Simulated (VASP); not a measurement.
# MgO (Fm-3m) in VASP: further runs

The runs below take MgO through single point, with revPBE, BLYP.

Everything below comes from runs of VASP 6.6.1. Logs are shortened: lines on timing, memory, paths and dates and some standing lists are left out, and cuts for length are marked.

### Step 1. The cell of the first run

Symmetry: Fm-3m, No. 225, cubic system. Conventional cell: a = 4.317 Å, b = 4.317 Å, c = 4.317 Å, α = 90.00°, β = 90.00°, γ = 90.00°. Mg (site symmetry m-3m) has 6 O at 2.16 Å within 2.9 Å. O (site symmetry m-3m) has 6 Mg at 2.16 Å within 2.9 Å.

### Step 2. Single point, revPBE (volume scaled by 1.02)

The input, INCAR:

```
SYSTEM = MgO
  PREC = Accurate
  ENCUT = 520
  EDIFF = 1E-7
  ISMEAR = 0
  SIGMA = 0.05
  LREAL = .FALSE.
  LASPH = .TRUE.
  NELM = 80
  ALGO = Normal
  ISIF = 2
  LWAVE = .FALSE.
  LCHARG = .FALSE.
  GGA = RE
  NBANDS = 11
```

The input, KPOINTS:

```
Automatic mesh
0
G
  10 10 10
  0 0 0
```

The input, POSCAR:

```
MgO
1.0
    0.0000000000      2.1582741770      2.1582741770
    2.1582741770      0.0000000000      2.1582741770
    2.1582741770      2.1582741770      0.0000000000
Mg O
1 1
Direct
    0.0000000000      0.0000000000      0.0000000000
    0.5000000000      0.5000000000      0.5000000000
```

Potentials or basis: VASP PAW PBE potentials, release 64 (Mg, O).

On the command line:

```bash
$ cat potpaw_PBE.64/Mg/POTCAR potpaw_PBE.64/O/POTCAR > POTCAR
$ mpirun -np 1 vasp_std > vasp.out
```

OUTCAR:

```text
SYSTEM = MgO
   PREC = Accurate
   ENCUT = 520
   EDIFF = 1E-7
   ISMEAR = 0
   LREAL = .FALSE.
   LASPH = .TRUE.
   NELM = 80
   ISIF = 2
   GGA = RE

 ion  position               nearest neighbor table
   1  0.000  0.000  0.000-   2 2.16   2 2.16   2 2.16   2 2.16   2 2.16   2 2.16
   2  0.500  0.500  0.500-   1 2.16   1 2.16   1 2.16   1 2.16   1 2.16   1 2.16

  LATTYP: Found a face centered cubic cell.
 ALAT       =     4.3165483540

  Lattice vectors:

 A1 = (   0.0000000000,   2.1582741770,   2.1582741770)
 A2 = (   2.1582741770,   0.0000000000,   2.1582741770)
 A3 = (   2.1582741770,   2.1582741770,   0.0000000000)

Analysis of symmetry for initial positions (statically):
=====================================================================
 Subroutine PRICEL returns:
 Original cell was already a primitive cell.

 Routine SETGRP: Setting up the symmetry group for a
 face centered cubic supercell.

 Subroutine GETGRP returns: Found 48 space group operations
 (whereof 48 operations were pure point group operations)
 out of a pool of 48 trial point group operations.

The static configuration has the point symmetry O_h .

Analysis of symmetry for dynamics (positions and initial velocities):
=====================================================================
 Subroutine PRICEL returns:
 Original cell was already a primitive cell.

 Routine SETGRP: Setting up the symmetry group for a
 face centered cubic supercell.

 Subroutine GETGRP returns: Found 48 space group operations
 (whereof 48 operations were pure point group operations)
 out of a pool of 48 trial point group operations.

The dynamic configuration has the point symmetry O_h .

 Subroutine INISYM returns: Found 48 space group operations
 (whereof 48 operations are pure point group operations),
 and found     1 'primitive' translations

----------------------------------------------------------------------------------------

                                     Primitive cell

  volume of cell :      20.1071

  direct lattice vectors                    reciprocal lattice vectors
     0.000000000  2.158274177  2.158274177    -0.231666581  0.231666581  0.231666581
     2.158274177  0.000000000  2.158274177     0.231666581 -0.231666581  0.231666581
     2.158274177  2.158274177  0.000000000     0.231666581  0.231666581 -0.231666581

  length of vectors
     3.052260612  3.052260612  3.052260612     0.401258289  0.401258289  0.401258289

  position of ions in fractional coordinates (direct lattice)
     0.000000000  0.000000000  0.000000000
     0.500000000  0.500000000  0.500000000

  ion indices of the primitive-cell ions
   primitive index   ion index
                 1           1
                 2           2

----------------------------------------------------------------------------------------

 KPOINTS: Automatic mesh

Automatic generation of k-mesh.
 Grid dimensions read from file:
 generate k-points for:   10   10   10

 Generating k-lattice:

  Cartesian coordinates                     Fractional coordinates (reciprocal lattice)
    -0.023166658  0.023166658  0.023166658     0.100000000  0.000000000  0.000000000
     0.023166658 -0.023166658  0.023166658     0.000000000  0.100000000  0.000000000
     0.023166658  0.023166658 -0.023166658     0.000000000  0.000000000  0.100000000

  Length of vectors
     0.040125829  0.040125829  0.040125829

  Shift w.r.t. Gamma in fractional coordinates (k-lattice)
     0.000000000  0.000000000  0.000000000

 Subroutine IBZKPT returns following result:
 ===========================================

 Found     47 irreducible k-points:

 Following reciprocal coordinates:
            Coordinates               Weight
  0.000000  0.000000  0.000000      1.000000
  0.100000  0.000000  0.000000      8.000000
  0.200000  0.000000  0.000000      8.000000
  0.300000  0.000000  0.000000      8.000000
  0.400000  0.000000  0.000000      8.000000
  0.500000  0.000000  0.000000      4.000000
[... 16 lines left out ...]
  0.300000  0.300000  0.000000      6.000000
  0.400000  0.300000  0.000000     24.000000
 [... further k-points ...]
   k-points           NKPTS =     47   k-points in BZ     NKDIM =     47   number of bands    NBANDS=     11
   number of dos      NEDOS =    301   number of ions     NIONS =      2
   total plane-waves  NPLWV =  13824
   dimension x,y,z NGX =    24 NGY =   24 NGZ =   24
   dimension x,y,z NGXF=    48 NGYF=   48 NGZF=   48
   ions per type =               1   1
   NGX,Y,Z   is equivalent  to a cutoff of  13.07, 13.07, 13.07 a.u.
   NGXF,Y,Z  is equivalent  to a cutoff of  26.14, 26.14, 26.14 a.u.
 SYSTEM =  MgO
   PREC   = accura    normal or accurate (medium, high low for compatibility)
   ISTART =      0    job   : 0-new  1-cont  2-samecut
   ICHARG =      2    charge: 1-file 2-atom 10-const
   ISPIN  =      1    spin polarized calculation?
   LNONCOLLINEAR =      F non collinear calculations
   LSORBIT =      F    spin-orbit coupling
   LASPH  =      T    aspherical Exc in radial PAW
   ENCUT  =  520.0 eV  38.22 Ry    6.18 a.u.   5.68  5.68  5.68*2*pi/ulx,y,z
   NELM   =     80;   NELMIN=  2; NELMDL= -5     # of ELM steps
   EDIFF  = 0.1E-06   stopping-criterion for ELM
   LREAL  =      F    real-space projection
   EDIFFG = 0.1E-05   stopping-criterion for IOM
   NSW    =      0    number of steps for IOM
   IBRION =     -1    ionic relax: 0-MD 1-quasi-New 2-CG
   NFREE  =      0    steps in history (QN), initial steepest desc. (CG)
   ISIF   =      2    stress and relaxation
   ISYM   =      2    0-nonsym 1-usesym 2-fastsym
   POTIM  = 0.5000    time-step for ionic-motion
   TEBEG  =    0.0;   TEEND  =   0.0 temperature during run
   PSTRESS=    0.0 pullay stress
   NELECT =       8.0000    total number of electrons
   NUPDOWN=      -1.0000    fix difference up-down
   EMIN   =  10.00;   EMAX   =-10.00  energy-range for DOS
   EFERMI =   0.00;   METHOD = LEGACY
   ISMEAR =     0;   SIGMA  =   0.05  broadening in eV -4-tet -1-fermi 0-gaus
   EFERMI_NEDOS =   21; number of points for ismear=-14 and -15
   IALGO  =     38    algorithm
   IMIX   =      4    mixing-type and parameters
     AMIX     =   0.40;   BMIX     =  1.00
     AMIX_MAG =   1.60;   BMIX_MAG =  1.00
  volume/ion in A,a.u.               =      10.05        67.84
  Fermi-wavevector in a.u.,A,eV,Ry     =   1.204079  2.275379 19.725802  1.449806
  Thomas-Fermi vector in A             =   2.339814
   LORBIT       =      0    0 simple, 1 ext, 2 COOP (PROOUT), +10 PAW based schemes
   GGA     = RE    functional components
   LHFCALC =     F    Hartree Fock is set to
   AEXX    =    0.0000 exact exchange contribution
   IVDW    =     0    specifies the selected vdW correction
   LEPSILON=     F    determine dielectric tensor
   LRPA    =     F    only Hartree local field effects (RPA)
 non-spin polarized calculation
 Gauss-broadening in eV      SIGMA  =   0.05
  energy-cutoff  :      520.00
  volume of cell :       20.11
 maximum number of plane-waves:       552
   NGX = 11   NGY = 11   NGZ = 11

 number of electron       7.9999997 magnetization

 Free energy of the ion-electron system (eV)
  ---------------------------------------------------
  ext. energy  EPLUGINS =         0.00000000
  ---------------------------------------------------
  free energy    TOTEN  =       -11.32159165 eV

  energy without entropy =      -11.32159165  energy(sigma->0) =      -11.32159165

 E-fermi :   2.9943     XC(G=0): -10.5582

 val. band max:        2.7814795936   @ k =   0.0000   0.0000   0.0000
 cond. band min:       6.9096792926   @ k =   0.0000   0.0000   0.0000
 fundamental gap:      4.1281996990
 Fermi energy:         2.9942609605

 k-point     1 :       0.0000    0.0000    0.0000
  band No.  band energies     occupation
      1     -14.1797      2.00000
      2       2.7815      2.00000
      3       2.7815      2.00000
      4       2.7815      2.00000
      5       6.9097      0.00000
      6      18.2619      0.00000
      7      18.2619      0.00000
      8      18.2619      0.00000
      9      21.9438      0.00000
     10      23.6846      0.00000
     11      23.6846      0.00000

 k-point     2 :       0.1000    0.0000    0.0000
  band No.  band energies     occupation
      1     -14.0882      2.00000
      2       2.1502      2.00000
      3       2.7225      2.00000
      4       2.7225      2.00000
      5       7.5417      0.00000
      6      17.0234      0.00000
      7      18.4749      0.00000
      8      18.4749      0.00000
      9      22.8654      0.00000
     10      22.8654      0.00000
     11      23.4758      0.00000

 k-point     3 :       0.2000    0.0000    0.0000
  band No.  band energies     occupation
      1     -13.8382      2.00000
      2       0.9103      2.00000
      3       2.5727      2.00000
      4       2.5727      2.00000
      5       8.7402      0.00000
      6      15.4888      0.00000
      7      18.8693      0.00000
      8      18.8693      0.00000
      9      22.1683      0.00000
     10      22.1683      0.00000
     11      24.0361      0.00000

 k-point     4 :       0.3000    0.0000    0.0000
  band No.  band energies     occupation
      1     -13.5034      2.00000
      2      -0.3010      2.00000
      3       2.3961      2.00000
      4       2.3961      2.00000
      5       9.7388      0.00000
      6      14.6740      0.00000
      7      18.8654      0.00000
      8      18.8654      0.00000
      9      22.6310      0.00000
     10      22.6310      0.00000
     11      23.4304      0.00000
[... 239 lines left out ...]
 k-point    22 :      -0.2000    0.2000    0.0000
  band No.  band energies     occupation
      1     -13.4035      2.00000
      2      -0.1202      2.00000
      3       1.5672      2.00000
      4       2.3974      2.00000
      5      10.6137      0.00000
      6      14.3659      0.00000
      7      17.2069      0.00000
      8      19.8379      0.00000
      9      20.8109      0.00000
     10      23.4158      0.00000
     11      26.5107      0.00000

 k-point    23 :       0.3000    0.3000    0.0000
  band No.  band energies     occupation
      1     -13.3275      2.00000
      2      -0.1611      2.00000
      3       1.9229      2.00000
      4       1.9229      2.00000
      5      10.9779      0.00000
      6      13.1351      0.00000
      7      16.5515      0.00000
      8      19.9614      0.00000
      9      19.9614      0.00000
     10      26.2120      0.00000
     11      28.8283      0.00000

 k-point    24 :       0.4000    0.3000    0.0000
  band No.  band energies     occupation
      1     -13.1176      2.00000
      2      -0.5396      2.00000
      3       1.5893      2.00000
      4       1.7882      2.00000
      5      11.7356      0.00000
      6      12.8188      0.00000
      7      15.7432      0.00000
      8      20.1420      0.00000
      9      20.3366      0.00000
     10      26.8885      0.00000
     11      28.4449      0.00000

 [... further k-points ...]

------------------------ aborting loop because EDIFF is reached ----------------------------------------

  FORCE on cell =-STRESS in cart. coord.  units (eV):
  Direction    XX          YY          ZZ          XY          YZ          ZX
  --------------------------------------------------------------------------------------
  -------------------------------------------------------------------------------------
  Total       -0.4341694     -0.4341694     -0.4341694     -0.0000000     -0.0000000      0.0000000
  in kB      -34.5955268    -34.5955268    -34.5955268     -0.0000000     -0.0000000      0.0000000
  external PRESSURE =     -34.5955268 kB  Pullay stress =       0.0000000 kB

 VOLUME and BASIS-vectors are now :
 -----------------------------------------------------------------------------
  energy-cutoff  :      520.00
  volume of cell :       20.11
      direct lattice vectors                 reciprocal lattice vectors
     0.000000000  2.158274177  2.158274177    -0.231666581  0.231666581  0.231666581
     2.158274177  0.000000000  2.158274177     0.231666581 -0.231666581  0.231666581
     2.158274177  2.158274177  0.000000000     0.231666581  0.231666581 -0.231666581

 POSITION                                       TOTAL-FORCE (eV/Angst)
 -----------------------------------------------------------------------------------
      0.00000      0.00000      0.00000        -0.000000     -0.000000     -0.000000
      2.15827      2.15827      2.15827         0.000000      0.000000      0.000000
 -----------------------------------------------------------------------------------
    total drift:                               -0.000000     -0.000000      0.000000

  FREE ENERGIE OF THE ION-ELECTRON SYSTEM (eV)
  ---------------------------------------------------
  free  energy   TOTEN  =       -11.3215916507 eV

  energy  without entropy=      -11.3215916507  energy(sigma->0) =      -11.32159165
```

It took 6.5 s on 1 thread of Intel Xeon Platinum 8488C (Sapphire Rapids), shared host; peak memory 0.14 GiB.

What came out:

- Free energy: -11.3216 eV
- Pressure: -3.5 GPa
- Band gap on the k mesh: 4.13 eV, direct

Caveat: the PAW data sets were made with another functional, which shifts forces and pressure a little.

### Step 3. Single point, revPBE (volume scaled by 1.04)

The input, INCAR:

```
PREC = Accurate
ENCUT = 520
EDIFF = 1E-6
ISMEAR = 0
SIGMA = 0.05
LREAL = F
LASPH = T
NELM = 80
ALGO = Normal
ISIF = 2
LWAVE = F
LCHARG = F
GGA = RE
NBANDS = 11
```

The input, KPOINTS:

```
Automatic mesh
0
Gamma
  10 10 10
```

The input, POSCAR:

```
MgO
1.0
    0.0000000000      2.1722893371      2.1722893371
    2.1722893371      0.0000000000      2.1722893371
    2.1722893371      2.1722893371      0.0000000000
Mg O
1 1
Direct
    0.0000000000      0.0000000000      0.0000000000
    0.5000000000      0.5000000000      0.5000000000
```

Potentials or basis: VASP PAW PBE potentials, release 64 (Mg, O).

On the command line:

```bash
$ cat potpaw_PBE.64/Mg/POTCAR potpaw_PBE.64/O/POTCAR > POTCAR
$ mpirun -np 1 vasp_std > vasp.out
```

It took 7.3 s on 1 thread of Intel Xeon 8259CL, shared host; peak memory 0.14 GiB.

It converged, with:

```
Free energy            : -11.3105 eV
Pressure               : -5.9 GPa
Band gap on the k mesh : 3.96 eV, direct
```

Levels at points of the mesh, in eV from the valence-band top:
| k point | band 1 | band 2 | band 3 | band 4 | band 5 | band 6 | band 7 | band 8 |
| --- | --- | --- | --- | --- | --- | --- | --- | --- |
| (0.00, 0.00, 0.00) | -16.87 | 0.00 | 0.00 | 0.00 | 3.96 | 15.37 | 15.37 | 15.37 |
| (0.50, 0.00, 0.00) | -15.82 | -4.19 | -0.55 | -0.55 | 7.40 | 11.67 | 15.49 | 15.49 |
| (0.50, 0.50, 0.00) | -15.60 | -3.70 | -1.22 | -1.22 | 9.07 | 9.15 | 12.23 | 17.74 |

Caveat: the PAW data sets were made with another functional, which shifts forces and pressure a little.

### Step 4. Single point, BLYP (volume scaled by 1.02)

The input, INCAR:

```
SYSTEM = MgO
PREC     = Accurate       ! precision mode
ENCUT    = 520            ! plane-wave cutoff, eV
EDIFF    = 1E-7           ! SCF threshold, eV
ISMEAR   = 0              ! smearing method
SIGMA    = 0.05           ! smearing width, eV
LREAL    = .FALSE.        ! projectors in reciprocal space
LASPH    = .TRUE.         ! aspherical terms in the spheres
NELM     = 100            ! most SCF steps
ALGO     = Normal         ! electronic algorithm
ISIF     = 2              ! what is computed and relaxed
LWAVE    = .FALSE.        ! write WAVECAR
LCHARG   = .FALSE.        ! write CHGCAR
GGA      = B5             ! functional
ALDAX    = 1.0          
AGGAX    = 1.0          
AGGAC    = 1.0          
ALDAC    = 0.0          
NBANDS   = 11             ! bands
```

The input, KPOINTS:

```
regular mesh
0
G
  10 10 10
  0 0 0
```

The input, POSCAR:

```
MgO
1.0
    0.0000000000      2.1508027835      2.1508027835
    2.1508027835      0.0000000000      2.1508027835
    2.1508027835      2.1508027835      0.0000000000
Mg O
1 1
Direct
    0.0000000000      0.0000000000      0.0000000000
    0.5000000000      0.5000000000      0.5000000000
```

On the command line:

```bash
$ cat potpaw_PBE.64/Mg/POTCAR potpaw_PBE.64/O/POTCAR > POTCAR
$ mpirun -np 1 vasp_std > vasp.out
```

Run time: 18 s. Hardware: 1 thread of Intel Xeon 8259CL, shared host; peak memory 0.14 GiB.

Results (log left out):

| Property | Result |
| --- | --- |
| Free energy | -11.3466 eV |
| Pressure | -3.3 GPa |
| Band gap on the k mesh | 4.42 eV, direct |

Levels at points of the mesh, in eV from the valence-band top:
```csv
k point,band 2,band 3,band 4,band 5,band 6,band 7
"(0.00, 0.00, 0.00)",0.00,0.00,0.00,4.42,15.62,15.62
"(0.50, 0.00, 0.00)",-4.26,-0.58,-0.58,7.84,12.07,15.76
"(0.50, 0.50, 0.00)",-3.73,-1.24,-1.24,9.36,9.42,12.70
```

Caveat: the PAW data sets were made with another functional, which shifts forces and pressure a little.

[end of part 1 of 2]
